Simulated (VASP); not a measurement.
A run of VASP 6.6.1:

File INCAR:

```
PREC     = Accurate       # precision mode
ENCUT    = 520            # plane-wave cutoff, eV
EDIFF    = 1E-6           # SCF threshold, eV
ISMEAR   = 0              # smearing method
SIGMA    = 0.02           # smearing width, eV
LREAL    = F              # projectors in reciprocal space
LASPH    = T              # aspherical terms in the spheres
NELM     = 80             # most SCF steps
ALGO     = Normal         # electronic algorithm
ISIF     = 2              # what is computed and relaxed
LWAVE    = F              # write WAVECAR
LCHARG   = T              # write CHGCAR
GGA      = PS             # functional
IVDW     = 12             # dispersion correction
LELF     = T              # ELF
LVHAR    = T            
NBANDS   = 20             # bands
```

KPOINTS

```
regular mesh
0
Gamma
  12 12 6
```

File POSCAR:

```
SnSe2
1.0
    3.7901361789      0.0000000000      0.0000000000
   -1.8950680894      3.2823542147      0.0000000000
    0.0000000000      0.0000000000      5.7679520394
Sn Se
1 2
Direct
    0.0000000000      0.0000000000      0.0000000000
    0.3333333333      0.6666666667      0.2750013245
    0.6666666667      0.3333333333      0.7249986755
```

Potentials or basis: VASP PAW PBE potentials, release 64 (Sn_d, Se).

Run with:

```console
$ cat potpaw_PBE.64/Sn_d/POTCAR potpaw_PBE.64/Se/POTCAR > POTCAR
$ mpirun -np 1 vasp_std > vasp.out
```

Hardware: 1 thread of Intel Xeon 8259CL, with other jobs on the host.

Problem. How long does it take, and how much memory?

Solution. Wall time 3.2 min on 1 thread of Intel Xeon 8259CL (shared host), peak memory 0.29 GiB. Counts: scf iterations 12, k points 100.
